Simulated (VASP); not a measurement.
# Se (P3_121) in VASP: single point with PBE

Aim: the single point of Se with PBE.

Program: VASP 6.6.1. These are calculated values, not measurements. Logs are shortened: lines on timing, memory, paths and dates and some standing lists are left out, and cuts for length are marked.

### 1 The cell of the first run

Symmetry: P3_121, No. 152, trigonal system. Conventional cell: a = 4.366 Å, b = 4.366 Å, c = 4.954 Å, α = 90.00°, β = 90.00°, γ = 120.00°. Se (site symmetry 2) has 2 Se at 2.37 Å within 3.1 Å.

### 2 Single point, PBE

File INCAR:

```
SYSTEM = Se
  ALGO = Normal
  EDIFF = 1E-6
  ENCUT = 520
  GGA = PE
  ISIF = 2
  ISMEAR = 0
  LASPH = .True.
  LCHARG = .False.
  LREAL = .False.
  LWAVE = .False.
  NBANDS = 16
  NELM = 80
  PREC = Accurate
  SIGMA = 0.05
```

File KPOINTS:

```
k-points
0
Gamma
  12 12 8
  0 0 0
```

File POSCAR:

```
Se
1.0
    4.3662000000      0.0000000000      0.0000000000
   -2.1831000000      3.7812401200      0.0000000000
    0.0000000000      0.0000000000      4.9536000000
Se
3
Direct
    0.2254000000      0.0000000000      0.3333333300
    0.0000000000      0.2254000000      0.6666666700
    0.7746000000      0.7746000000      0.0000000000
```

Potentials or basis: VASP PAW PBE potentials, release 64 (Se).

The run is started by

```bash
$ cat potpaw_PBE.64/Se/POTCAR > POTCAR
$ mpirun -np 1 vasp_std > vasp.out
```

OUTCAR:

```text
SYSTEM = Se
   EDIFF = 1E-6
   ENCUT = 520
   GGA = PE
   ISIF = 2
   ISMEAR = 0
   LASPH = .True.
   LREAL = .False.
   NELM = 80
   PREC = Accurate

 ion  position               nearest neighbor table
   1  0.225  0.000  0.333-   3 2.37   2 2.37
   2  0.000  0.225  0.667-   3 2.37   1 2.37
   3  0.775  0.775  0.000-   1 2.37   2 2.37

  LATTYP: Found a hexagonal cell.
 ALAT       =     4.3662000000
 C/A-ratio  =     1.1345334616

  Lattice vectors:

 A1 = (   4.3662000000,   0.0000000000,   0.0000000000)
 A2 = (  -2.1831000000,   3.7812401200,   0.0000000000)
 A3 = (   0.0000000000,   0.0000000000,   4.9536000000)

Analysis of symmetry for initial positions (statically):
=====================================================================
 Subroutine PRICEL returns:
 Original cell was already a primitive cell.

 Routine SETGRP: Setting up the symmetry group for a
 hexagonal supercell.

 Subroutine GETGRP returns: Found  6 space group operations
 (whereof  2 operations were pure point group operations)
 out of a pool of 24 trial point group operations.

The static configuration has the point symmetry C_2 .
 The point group associated with its full space group is D_3 .

Analysis of symmetry for dynamics (positions and initial velocities):
=====================================================================
 Subroutine PRICEL returns:
 Original cell was already a primitive cell.

 Routine SETGRP: Setting up the symmetry group for a
 hexagonal supercell.

 Subroutine GETGRP returns: Found  6 space group operations
 (whereof  2 operations were pure point group operations)
 out of a pool of 24 trial point group operations.

The dynamic configuration has the point symmetry C_2 .
 The point group associated with its full space group is D_3 .

 Subroutine INISYM returns: Found  6 space group operations
 (whereof  2 operations are pure point group operations),
 and found     1 'primitive' translations

----------------------------------------------------------------------------------------

                                     Primitive cell

  volume of cell :      81.7822

  direct lattice vectors                    reciprocal lattice vectors
     4.366200000  0.000000000  0.000000000     0.229032110  0.132231750  0.000000000
    -2.183100000  3.781240120  0.000000000     0.000000000  0.264463501  0.000000000
     0.000000000  0.000000000  4.953600000     0.000000000  0.000000000  0.201873385

  length of vectors
     4.366200000  4.366200002  4.953600000     0.264463501  0.264463501  0.201873385

  position of ions in fractional coordinates (direct lattice)
     0.225400000  0.000000000  0.333333330
     0.000000000  0.225400000  0.666666670
     0.774600000  0.774600000  0.000000000

  ion indices of the primitive-cell ions
   primitive index   ion index
                 1           1
                 2           2
                 3           3

----------------------------------------------------------------------------------------

 KPOINTS: k-points

Automatic generation of k-mesh.
 Grid dimensions read from file:
 generate k-points for:   12   12    8

 Generating k-lattice:

  Cartesian coordinates                     Fractional coordinates (reciprocal lattice)
     0.019086009  0.011019313  0.000000000     0.083333333  0.000000000  0.000000000
     0.000000000  0.022038625  0.000000000     0.000000000  0.083333333  0.000000000
     0.000000000  0.000000000  0.025234173     0.000000000  0.000000000  0.125000000

  Length of vectors
     0.022038625  0.022038625  0.025234173

  Shift w.r.t. Gamma in fractional coordinates (k-lattice)
     0.000000000  0.000000000  0.000000000

 Subroutine IBZKPT returns following result:
 ===========================================

 Found    131 irreducible k-points:

 Following reciprocal coordinates:
            Coordinates               Weight
  0.000000  0.000000  0.000000      1.000000
  0.083333  0.000000  0.000000      6.000000
  0.166667  0.000000  0.000000      6.000000
  0.250000  0.000000  0.000000      6.000000
  0.333333 -0.000000  0.000000      6.000000
  0.416667  0.000000  0.000000      6.000000
[... 16 lines left out ...]
  0.166667  0.000000  0.125000      6.000000
  0.000000  0.166667  0.125000      6.000000
 [... further k-points ...]
   k-points           NKPTS =    131   k-points in BZ     NKDIM =    131   number of bands    NBANDS=     16
   number of dos      NEDOS =    301   number of ions     NIONS =      3
   total plane-waves  NPLWV =  40960
   dimension x,y,z NGX =    32 NGY =   32 NGZ =   40
   dimension x,y,z NGXF=    64 NGYF=   64 NGZF=   80
   ions per type =               3
   NGX,Y,Z   is equivalent  to a cutoff of  12.18, 12.18, 13.42 a.u.
   NGXF,Y,Z  is equivalent  to a cutoff of  24.37, 24.37, 26.85 a.u.
 SYSTEM =  Se
   PREC   = accura    normal or accurate (medium, high low for compatibility)
   ISTART =      0    job   : 0-new  1-cont  2-samecut
   ICHARG =      2    charge: 1-file 2-atom 10-const
   ISPIN  =      1    spin polarized calculation?
   LNONCOLLINEAR =      F non collinear calculations
   LSORBIT =      F    spin-orbit coupling
   LASPH  =      T    aspherical Exc in radial PAW
   ENCUT  =  520.0 eV  38.22 Ry    6.18 a.u.   8.12  8.12  9.21*2*pi/ulx,y,z
   NELM   =     80;   NELMIN=  2; NELMDL= -5     # of ELM steps
   EDIFF  = 0.1E-05   stopping-criterion for ELM
   LREAL  =      F    real-space projection
[... 7 lines left out ...]
   TEBEG  =    0.0;   TEEND  =   0.0 temperature during run
   PSTRESS=    0.0 pullay stress
   NELECT =      18.0000    total number of electrons
   NUPDOWN=      -1.0000    fix difference up-down
   EMIN   =  10.00;   EMAX   =-10.00  energy-range for DOS
   EFERMI =   0.00;   METHOD = LEGACY
   ISMEAR =     0;   SIGMA  =   0.05  broadening in eV -4-tet -1-fermi 0-gaus
   EFERMI_NEDOS =   21; number of points for ismear=-14 and -15
   IALGO  =     38    algorithm
   IMIX   =      4    mixing-type and parameters
     AMIX     =   0.40;   BMIX     =  1.00
     AMIX_MAG =   1.60;   BMIX_MAG =  1.00
  volume/ion in A,a.u.               =      27.26       183.96
  Fermi-wavevector in a.u.,A,eV,Ry     =   0.988430  1.867862 13.292817  0.976995
  Thomas-Fermi vector in A             =   2.119956
   LORBIT       =      0    0 simple, 1 ext, 2 COOP (PROOUT), +10 PAW based schemes
   GGA     = PE    functional components
   LHFCALC =     F    Hartree Fock is set to
   AEXX    =    0.0000 exact exchange contribution
   IVDW    =     0    specifies the selected vdW correction
   LEPSILON=     F    determine dielectric tensor
   LRPA    =     F    only Hartree local field effects (RPA)
 non-spin polarized calculation
 Gauss-broadening in eV      SIGMA  =   0.05
  energy-cutoff  :      520.00
  volume of cell :       81.78
 maximum number of plane-waves:      2216
   NGX = 17   NGY = 17   NGZ = 19

 number of electron      18.0000001 magnetization

 Free energy of the ion-electron system (eV)
  ---------------------------------------------------
  ext. energy  EPLUGINS =         0.00000000
  ---------------------------------------------------
  free energy    TOTEN  =       -10.46995834 eV

  energy without entropy =      -10.46995834  energy(sigma->0) =      -10.46995834

 E-fermi :   2.9668     XC(G=0):  -8.8425

 val. band max:        2.6892665134   @ k =   0.5000   0.0000   0.5000
 cond. band min:       3.7010690930   @ k =   0.3333   0.3333   0.5000
 fundamental gap:      1.0118025796
 Fermi energy:         2.9667765216

 k-point     1 :       0.0000    0.0000    0.0000
  band No.  band energies     occupation
      1     -13.1746      2.00000
      2      -9.0519      2.00000
      3      -9.0519      2.00000
      4      -1.1591      2.00000
      5      -1.1591      2.00000
      6      -1.0823      2.00000
[... 8 lines left out ...]
     15       9.1616      0.00000
     16      11.0592      0.00000

 k-point     2 :       0.0833    0.0000    0.0000
  band No.  band energies     occupation
      1     -13.1472      2.00000
      2      -9.0765      2.00000
      3      -9.0493      2.00000
      4      -1.4618      2.00000
      5      -1.2623      2.00000
      6      -0.9350      2.00000
[... 8 lines left out ...]
     15       9.4392      0.00000
     16      11.0137      0.00000

 k-point     3 :       0.1667    0.0000    0.0000
  band No.  band energies     occupation
      1     -13.0695      2.00000
      2      -9.1494      2.00000
      3      -9.0419      2.00000
      4      -1.8509      2.00000
      5      -1.4739      2.00000
      6      -0.8952      2.00000
[... 8 lines left out ...]
     15      10.0291      0.00000
     16      11.0552      0.00000

 k-point     4 :       0.2500    0.0000    0.0000
  band No.  band energies     occupation
      1     -12.9559      2.00000
      2      -9.2634      2.00000
      3      -9.0316      2.00000
      4      -2.1688      2.00000
      5      -1.6907      2.00000
      6      -0.9203      2.00000
[... 8 lines left out ...]
     15      10.6393      0.00000
     16      11.4813      0.00000

 k-point     5 :       0.3333   -0.0000    0.0000
  band No.  band energies     occupation
      1     -12.8315      2.00000
      2      -9.3958      2.00000
      3      -9.0209      2.00000
      4      -2.3658      2.00000
      5      -1.8711      2.00000
      6      -0.9236      2.00000
[... 8 lines left out ...]
     15      11.2211      0.00000
     16      12.1479      0.00000

 k-point     6 :       0.4167    0.0000    0.0000
  band No.  band energies     occupation
      1     -12.7321      2.00000
      2      -9.5059      2.00000
      3      -9.0129      2.00000
      4      -2.4543      2.00000
      5      -1.9934      2.00000
      6      -0.8522      2.00000
[... 8 lines left out ...]
     15      11.8666      0.00000
     16      12.6606      0.00000

 k-point     7 :       0.5000    0.0000    0.0000
  band No.  band energies     occupation
      1     -12.6935      2.00000
      2      -9.5494      2.00000
      3      -9.0100      2.00000
      4      -2.4758      2.00000
      5      -2.0379      2.00000
      6      -0.7724      2.00000
[... 8 lines left out ...]
     15      12.3563      0.00000
     16      12.4003      0.00000

 k-point     8 :       0.0833    0.0833    0.0000
  band No.  band energies     occupation
      1     -13.0946      2.00000
      2      -9.1227      2.00000
      3      -9.0469      2.00000
      4      -1.7315      2.00000
      5      -1.4556      2.00000
      6      -0.8633      2.00000
[... 8 lines left out ...]
     15       9.8394      0.00000
     16      10.9329      0.00000

 k-point     9 :       0.1667    0.0833    0.0000
  band No.  band energies     occupation
      1     -12.9987      2.00000
      2      -9.2103      2.00000
      3      -9.0450      2.00000
      4      -2.0379      2.00000
      5      -1.6936      2.00000
      6      -0.8355      2.00000
[... 8 lines left out ...]
     15      10.4107      0.00000
     16      11.0819      0.00000
[... 172 lines left out ...]
 k-point    19 :       0.3333    0.3333    0.0000
  band No.  band energies     occupation
      1     -12.6261      2.00000
      2      -9.3270      2.00000
      3      -9.3270      2.00000
      4      -2.3103      2.00000
      5      -2.3103      2.00000
      6      -0.1520      2.00000
[... 8 lines left out ...]
     15      10.3729      0.00000
     16      12.4515      0.00000

 k-point    20 :       0.0000    0.0000    0.1250
  band No.  band energies     occupation
      1     -13.1003      2.00000
      2      -9.8826      2.00000
      3      -8.2389      2.00000
      4      -1.4381      2.00000
      5      -1.0411      2.00000
      6      -0.9623      2.00000
[... 8 lines left out ...]
     15       9.5456      0.00000
     16      10.3573      0.00000

 k-point    21 :       0.0833    0.0000    0.1250
  band No.  band energies     occupation
      1     -13.0732      2.00000
      2      -9.8800      2.00000
      3      -8.2681      2.00000
      4      -1.5738      2.00000
      5      -1.2346      2.00000
      6      -0.8672      2.00000
[... 8 lines left out ...]
     15       9.7920      0.00000
     16      10.4126      0.00000

 k-point    22 :       0.0000    0.0833    0.1250
  band No.  band energies     occupation
      1     -13.0732      2.00000
      2      -9.8814      2.00000
      3      -8.2654      2.00000
      4      -1.5275      2.00000
      5      -1.3523      2.00000
      6      -0.8133      2.00000
[... 8 lines left out ...]
     15       9.6819      0.00000
     16      10.6310      0.00000

 k-point    23 :       0.1667    0.0000    0.1250
  band No.  band energies     occupation
      1     -12.9967      2.00000
      2      -9.8734      2.00000
      3      -8.3541      2.00000
      4      -1.8757      2.00000
      5      -1.4452      2.00000
      6      -0.8429      2.00000
[... 8 lines left out ...]
     15      10.2653      0.00000
     16      10.4203      0.00000

 k-point    24 :       0.0000    0.1667    0.1250
  band No.  band energies     occupation
      1     -12.9961      2.00000
      2      -9.8832      2.00000
      3      -8.3360      2.00000
      4      -1.7915      2.00000
      5      -1.7109      2.00000
      6      -0.7809      2.00000
[... 8 lines left out ...]
     15      10.0057      0.00000
     16      11.1369      0.00000

 [... further k-points ...]
[... 5 lines left out ...]
  --------------------------------------------------------------------------------------
  -------------------------------------------------------------------------------------
  Total        1.1739117      1.1739117      2.1084155      0.0000000      0.0000000     -0.0000000
  in kB       22.9978473     22.9978474     41.3055078      0.0000000      0.0000000     -0.0000000
  external PRESSURE =      29.1004008 kB  Pullay stress =       0.0000000 kB

 VOLUME and BASIS-vectors are now :
 -----------------------------------------------------------------------------
  energy-cutoff  :      520.00
  volume of cell :       81.78
      direct lattice vectors                 reciprocal lattice vectors
     4.366200000  0.000000000  0.000000000     0.229032110  0.132231750  0.000000000
    -2.183100000  3.781240120  0.000000000     0.000000000  0.264463501  0.000000000
     0.000000000  0.000000000  4.953600000     0.000000000  0.000000000  0.201873385

 POSITION                                       TOTAL-FORCE (eV/Angst)
 -----------------------------------------------------------------------------------
      0.98414      0.00000      1.65120         0.433837      0.000000      0.000000
     -0.49207      0.85229      3.30240        -0.216918      0.375714     -0.000000
      1.69103      2.92895      0.00000        -0.216918     -0.375714      0.000000
 -----------------------------------------------------------------------------------
    total drift:                                0.000003     -0.000004      0.000000

  FREE ENERGIE OF THE ION-ELECTRON SYSTEM (eV)
  ---------------------------------------------------
  free  energy   TOTEN  =       -10.4699583422 eV

  energy  without entropy=      -10.4699583422  energy(sigma->0) =      -10.46995834
```

Wall time 39 s (1 thread of Intel Xeon 6975P-C (Granite Rapids), shared host); peak memory 0.27 GiB.

What came out:

* Free energy: -10.4700 eV
* Pressure: 2.9 GPa
* Largest force: 0.434 eV/Å
* Band gap on the k mesh: 1.01 eV, indirect (least direct gap 1.24 eV)

Forces on the atoms (eV/Å):
```
Se   0.434  0.000  0.000
Se  -0.217  0.376  0.000
Se  -0.217 -0.376  0.000
```
